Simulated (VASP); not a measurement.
# BeS (F-43m) in VASP: a series of runs

BeS is run at these levels: r2SCAN; tasks: phonons.

Everything below comes from runs of VASP 6.6.1. Logs are shortened: lines on timing, memory, paths and dates and some standing lists are left out, and cuts for length are marked.

## Step 1: The cell of the first run

The structure is cubic, space group F-43m (No. 216). The conventional cell has a = 4.868 Å, b = 4.868 Å, c = 4.868 Å, α = 90.00°, β = 90.00°, γ = 90.00°. Within 2.8 Å of Be (site symmetry -43m) lie 4 S at 2.11 Å. S (site symmetry -43m) has 4 Be at 2.11 Å within 2.8 Å.

## Step 2: Phonons, r2SCAN

Input file INCAR:

```
SYSTEM = BeS
  PREC = Accurate
  ENCUT = 520
  EDIFF = 1E-8
  ISMEAR = 0
  SIGMA = 0.01
  LREAL = .False.
  LASPH = .True.
  NELM = 80
  ALGO = Normal
  ISIF = 2
  LWAVE = .False.
  LCHARG = .False.
  METAGGA = R2SCAN
  LMIXTAU = .True.
  NBANDS = 11
  IBRION = 6
  NFREE = 2
  POTIM = 0.015
  NSW = 1
```

Input file KPOINTS:

```
Automatic mesh
0
Gamma
  8 8 8
  0 0 0
```

Input file POSCAR:

```
BeS
1.0
    2.4342244985      2.4342244985      0.0000000000
   -2.4342244985      2.4342244985      0.0000000000
    0.0000000000      2.4342244985      2.4342244985
Be S
1 1
Direct
    0.0000000000      0.0000000000      0.0000000000
    0.7500000000      0.2500000000      0.5000000000
```

Potentials or basis: VASP PAW PBE potentials, release 64 (Be, S).

Started as:

```sh
$ cat potpaw_PBE.64/Be/POTCAR potpaw_PBE.64/S/POTCAR > POTCAR
$ mpirun -np 1 vasp_std > vasp.out
```

OUTCAR:

```text
SYSTEM = BeS
   PREC = Accurate
   ENCUT = 520
   EDIFF = 1E-8
   ISMEAR = 0
   LREAL = .False.
   LASPH = .True.
   NELM = 80
   ISIF = 2
   METAGGA = R2SCAN
   IBRION = 6
   NFREE = 2
   POTIM = 0.015
   NSW = 1

 ion  position               nearest neighbor table
   1  0.000  0.000  0.000-   2 2.11   2 2.11   2 2.11   2 2.11
   2  0.750  0.250  0.500-   1 2.11   1 2.11   1 2.11   1 2.11

  LATTYP: Found a face centered cubic cell.
 ALAT       =     4.8684489970

  Lattice vectors:

 A1 = (   0.0000000000,   2.4342244985,   2.4342244985)
 A2 = (   2.4342244985,   0.0000000000,   2.4342244985)
 A3 = (   2.4342244985,   2.4342244985,   0.0000000000)

Analysis of symmetry for initial positions (statically):
=====================================================================
 Subroutine PRICEL returns:
 Original cell was already a primitive cell.

 Routine SETGRP: Setting up the symmetry group for a
 face centered cubic supercell.

 Subroutine GETGRP returns: Found 24 space group operations
 (whereof 24 operations were pure point group operations)
 out of a pool of 48 trial point group operations.

The static configuration has the point symmetry T_d .

Analysis of symmetry for dynamics (positions and initial velocities):
=====================================================================
 Subroutine PRICEL returns:
 Original cell was already a primitive cell.

 Routine SETGRP: Setting up the symmetry group for a
 face centered cubic supercell.

 Subroutine GETGRP returns: Found 24 space group operations
 (whereof 24 operations were pure point group operations)
 out of a pool of 48 trial point group operations.

The dynamic configuration has the point symmetry T_d .

 Subroutine INISYM returns: Found 24 space group operations
 (whereof 24 operations are pure point group operations),
 and found     1 'primitive' translations

----------------------------------------------------------------------------------------

                                     Primitive cell

  volume of cell :      28.8477

  direct lattice vectors                    reciprocal lattice vectors
     2.434224498  2.434224498  0.000000000     0.205404226  0.205404226 -0.205404226
    -2.434224498  2.434224498  0.000000000    -0.205404226  0.205404226 -0.205404226
     0.000000000  2.434224498  2.434224498     0.000000000  0.000000000  0.410808453

  length of vectors
     3.442513300  3.442513300  3.442513300     0.355770556  0.355770556  0.410808453

  position of ions in fractional coordinates (direct lattice)
     0.000000000  0.000000000  0.000000000
     0.750000000  0.250000000  0.500000000

  ion indices of the primitive-cell ions
   primitive index   ion index
                 1           1
                 2           2

----------------------------------------------------------------------------------------

 KPOINTS: Automatic mesh

Automatic generation of k-mesh.
 Grid dimensions read from file:
 generate k-points for:    8    8    8

 Generating k-lattice:

  Cartesian coordinates                     Fractional coordinates (reciprocal lattice)
     0.025675528  0.025675528 -0.025675528     0.125000000  0.000000000  0.000000000
    -0.025675528  0.025675528 -0.025675528     0.000000000  0.125000000  0.000000000
     0.000000000  0.000000000  0.051351057     0.000000000  0.000000000  0.125000000

  Length of vectors
     0.044471320  0.044471320  0.051351057

  Shift w.r.t. Gamma in fractional coordinates (k-lattice)
     0.000000000  0.000000000  0.000000000

 Subroutine IBZKPT returns following result:
 ===========================================

 Found     29 irreducible k-points:

 Following reciprocal coordinates:
            Coordinates               Weight
  0.000000  0.000000  0.000000      1.000000
  0.125000  0.000000  0.000000      8.000000
  0.250000  0.000000  0.000000      8.000000
  0.375000  0.000000  0.000000      8.000000
  0.500000  0.000000  0.000000      4.000000
  0.125000  0.125000  0.000000     12.000000
[... 16 lines left out ...]
  0.375000  0.250000  0.125000     48.000000
  0.500000  0.250000  0.125000     24.000000
 [... further k-points ...]
   k-points           NKPTS =     29   k-points in BZ     NKDIM =     29   number of bands    NBANDS=     11
   number of dos      NEDOS =    301   number of ions     NIONS =      2
   total plane-waves  NPLWV =  21952
   dimension x,y,z NGX =    28 NGY =   28 NGZ =   28
   dimension x,y,z NGXF=    56 NGYF=   56 NGZF=   56
   ions per type =               1   1
   NGX,Y,Z   is equivalent  to a cutoff of  13.52, 13.52, 13.52 a.u.
   NGXF,Y,Z  is equivalent  to a cutoff of  27.04, 27.04, 27.04 a.u.
 SYSTEM =  BeS
   PREC   = accura    normal or accurate (medium, high low for compatibility)
   ISTART =      0    job   : 0-new  1-cont  2-samecut
   ICHARG =      2    charge: 1-file 2-atom 10-const
   ISPIN  =      1    spin polarized calculation?
   LNONCOLLINEAR =      F non collinear calculations
   LSORBIT =      F    spin-orbit coupling
   LASPH  =      T    aspherical Exc in radial PAW
   ENCUT  =  520.0 eV  38.22 Ry    6.18 a.u.   6.40  6.40  6.40*2*pi/ulx,y,z
   NELM   =     80;   NELMIN=  2; NELMDL= -5     # of ELM steps
   EDIFF  = 0.1E-07   stopping-criterion for ELM
   LREAL  =      F    real-space projection
   EDIFFG = 0.1E-06   stopping-criterion for IOM
   NSW    =     61    number of steps for IOM
   IBRION =      6    ionic relax: 0-MD 1-quasi-New 2-CG
   NFREE  =      2    steps in history (QN), initial steepest desc. (CG)
   ISIF   =      2    stress and relaxation
   ISYM   =      2    0-nonsym 1-usesym 2-fastsym
   POTIM  = 0.0150    time-step for ionic-motion
   TEBEG  =    0.0;   TEEND  =   0.0 temperature during run
   PSTRESS=    0.0 pullay stress
   NELECT =       8.0000    total number of electrons
   NUPDOWN=      -1.0000    fix difference up-down
   EMIN   =  10.00;   EMAX   =-10.00  energy-range for DOS
   EFERMI =   0.00;   METHOD = LEGACY
   ISMEAR =     0;   SIGMA  =   0.01  broadening in eV -4-tet -1-fermi 0-gaus
   EFERMI_NEDOS =   21; number of points for ismear=-14 and -15
   IALGO  =     38    algorithm
   IMIX   =      4    mixing-type and parameters
     AMIX     =   0.40;   BMIX     =  1.00
     AMIX_MAG =   1.60;   BMIX_MAG =  1.00
  volume/ion in A,a.u.               =      14.42        97.34
  Fermi-wavevector in a.u.,A,eV,Ry     =   1.067581  2.017436 15.506959  1.139729
  Thomas-Fermi vector in A             =   2.203202
   LORBIT       =      0    0 simple, 1 ext, 2 COOP (PROOUT), +10 PAW based schemes
   METAGGA = R2SCAN    functional components
   LHFCALC =     F    Hartree Fock is set to
   AEXX    =    0.0000 exact exchange contribution
   IVDW    =     0    specifies the selected vdW correction
   LEPSILON=     F    determine dielectric tensor
   LRPA    =     F    only Hartree local field effects (RPA)
 finite differences with symmetry
 non-spin polarized calculation
 Gauss-broadening in eV      SIGMA  =   0.01
  energy-cutoff  :      520.00
  volume of cell :       28.85
 maximum number of plane-waves:       791
 NGX is ok and might be reduce to    28
   NGX = 13   NGY = 13   NGZ = 13

--------------------------------------- Ionic step        1  -------------------------------------------

 number of electron       7.9999999 magnetization

 Free energy of the ion-electron system (eV)
  ---------------------------------------------------
  ext. energy  EPLUGINS =         0.00000000
  ---------------------------------------------------
  free energy    TOTEN  =       -14.78653162 eV

  energy without entropy =      -14.78653162  energy(sigma->0) =      -14.78653162

------------------------ aborting loop because EDIFF is reached ----------------------------------------

  FORCE on cell =-STRESS in cart. coord.  units (eV):
  Direction    XX          YY          ZZ          XY          YZ          ZX
  --------------------------------------------------------------------------------------
  -------------------------------------------------------------------------------------
  Total        0.0507163      0.0507163      0.0507163     -0.0000000      0.0000000      0.0000000
  in kB        2.8167367      2.8167367      2.8167367     -0.0000000      0.0000000      0.0000000
  external PRESSURE =       2.8167367 kB  Pullay stress =       0.0000000 kB
[... 129 lines left out ...]
  energy  without entropy=      -14.7856255961  energy(sigma->0) =      -14.78562560

--------------------------------------- Ionic step        5  -------------------------------------------

 number of electron       7.9999999 magnetization

 Free energy of the ion-electron system (eV)
  ---------------------------------------------------
  ext. energy  EPLUGINS =         0.00000000
  ---------------------------------------------------
  free energy    TOTEN  =       -14.78562559 eV

  energy without entropy =      -14.78562559  energy(sigma->0) =      -14.78562559

 E-fermi :   3.9965     XC(G=0): -10.1339

 val. band max:        3.9007677586   @ k =   0.0000   0.0000   0.0000
 cond. band min:       7.4471650389   @ k =   0.0000  -1.0000  -0.5000
 fundamental gap:      3.5463972803
 Fermi energy:         3.9964879627

 k-point     1 :       0.0000    0.0000    0.0000
  band No.  band energies     occupation
      1     -10.3682      2.00000
      2       3.7969      2.00000
      3       3.8503      2.00000
      4       3.9008      2.00000
      5      10.0963      0.00000
      6      10.1121      0.00000
      7      10.1327      0.00000
      8      10.4358      0.00000
      9      17.2513      0.00000
     10      17.2520      0.00000
     11      19.6600      0.00000
[... 309 lines left out ...]
 k-point    24 :       0.5000    0.2500    0.1250
  band No.  band energies     occupation
      1      -8.4399      2.00000
      2      -1.5027      2.00000
      3       1.0327      2.00000
      4       2.0279      2.00000
      5      10.5254      0.00000
      6      11.0285      0.00000
      7      13.6777      0.00000
      8      15.0528      0.00000
      9      16.1112      0.00000
     10      20.0573      0.00000
     11      20.7590      0.00000

 [... further k-points ...]

------------------------ aborting loop because EDIFF is reached ----------------------------------------

  FORCE on cell =-STRESS in cart. coord.  units (eV):
  Direction    XX          YY          ZZ          XY          YZ          ZX
  --------------------------------------------------------------------------------------
  -------------------------------------------------------------------------------------
  Total        0.0516538      0.0531538      0.0531538      0.0000000     -0.0582415      0.0000000
  in kB        2.8688051      2.9521135      2.9521135      0.0000000     -3.2346802      0.0000000
  external PRESSURE =       2.9243440 kB  Pullay stress =       0.0000000 kB
[... 17 lines left out ...]
  FREE ENERGIE OF THE ION-ELECTRON SYSTEM (eV)
  ---------------------------------------------------
  free  energy   TOTEN  =       -14.7856255931 eV

  energy  without entropy=      -14.7856255931  energy(sigma->0) =      -14.78562559

 INTERNAL STRAIN TENSORS FROM DISPLACED ATOMS
 ============================================

 INTERNAL STRAIN TENSOR FOR ION    1 for displacements in x,y,z  (eV/Angst):
          X           Y           Z          XY          YZ          ZX
  --------------------------------------------------------------------------------
  x     0.00000     0.00000     0.00000    -0.00000    -3.88421     0.00000
  y     0.00000     0.00000     0.00000     0.00000    -0.00000    -3.88421
  z     0.00000     0.00000     0.00000    -3.88421     0.00000     0.00000

 INTERNAL STRAIN TENSOR FOR ION    2 for displacements in x,y,z  (eV/Angst):
          X           Y           Z          XY          YZ          ZX
  --------------------------------------------------------------------------------
  x    -0.00000    -0.00000    -0.00000    -0.00000     3.88134     0.00000
  y     0.00000     0.00000     0.00000     0.00000    -0.00000     3.88134
  z    -0.00000    -0.00000    -0.00000     3.88134     0.00000     0.00000

 Eigenvectors and eigenvalues of the dynamical matrix
 ----------------------------------------------------

   1 f  =   16.743085 THz   105.199906 2PiTHz  558.489204 cm-1    69.243805 meV
             X         Y         Z           dx          dy          dz
      0.000000  0.000000  0.000000    -0.259370    0.844621    0.000000
      1.217112  3.651337  1.217112     0.137484   -0.447707    0.000000

   2 f  =   16.743085 THz   105.199906 2PiTHz  558.489204 cm-1    69.243805 meV
             X         Y         Z           dx          dy          dz
      0.000000  0.000000  0.000000     0.844621    0.259370   -0.000000
      1.217112  3.651337  1.217112    -0.447707   -0.137484    0.000000
[... 11 lines left out ...]
   5 f/i=    0.001284 THz     0.008068 2PiTHz    0.042833 cm-1     0.005311 meV
             X         Y         Z           dx          dy          dz
      0.000000  0.000000  0.000000     0.146964    0.296771    0.331167
      1.217112  3.651337  1.217112     0.277255    0.559873    0.624763

   6 f/i=    0.001284 THz     0.008068 2PiTHz    0.042833 cm-1     0.005311 meV
             X         Y         Z           dx          dy          dz
      0.000000  0.000000  0.000000    -0.419698    0.207839    0.000000
      1.217112  3.651337  1.217112    -0.791780    0.392098    0.000000

 ELASTIC MODULI CONTR FROM IONIC RELAXATION (kBar)
 Direction    XX          YY          ZZ          XY          YZ          ZX
 --------------------------------------------------------------------------------
 XX          -0.0000     -0.0000     -0.0000      0.0000      0.0000     -0.0000
 YY          -0.0000     -0.0000     -0.0000      0.0000      0.0000     -0.0000
 ZZ          -0.0000     -0.0000     -0.0000      0.0000      0.0000     -0.0000
 XY           0.0000      0.0000      0.0000   -103.7681      0.0000      0.0000
 YZ           0.0000      0.0000      0.0000      0.0000   -103.7681      0.0000
 ZX          -0.0000     -0.0000     -0.0000      0.0000      0.0000   -103.7681
 --------------------------------------------------------------------------------
```

Wall time 11 min (1 thread of Intel Xeon 8259CL, shared host); peak memory 0.2 GiB.

Results:

```
Highest phonon frequency at Γ, LO-TO splitting left out : 558 cm⁻¹
```

Phonon frequencies in cm⁻¹ (negative: imaginary):
```tsv
q point	frequencies
(0.000, 0.000, 0.000)	0 0 0 558 558 558
```

Caveat: the PAW data sets were made with another functional, which shifts forces and pressure a little.

[end of part 1 of 2]
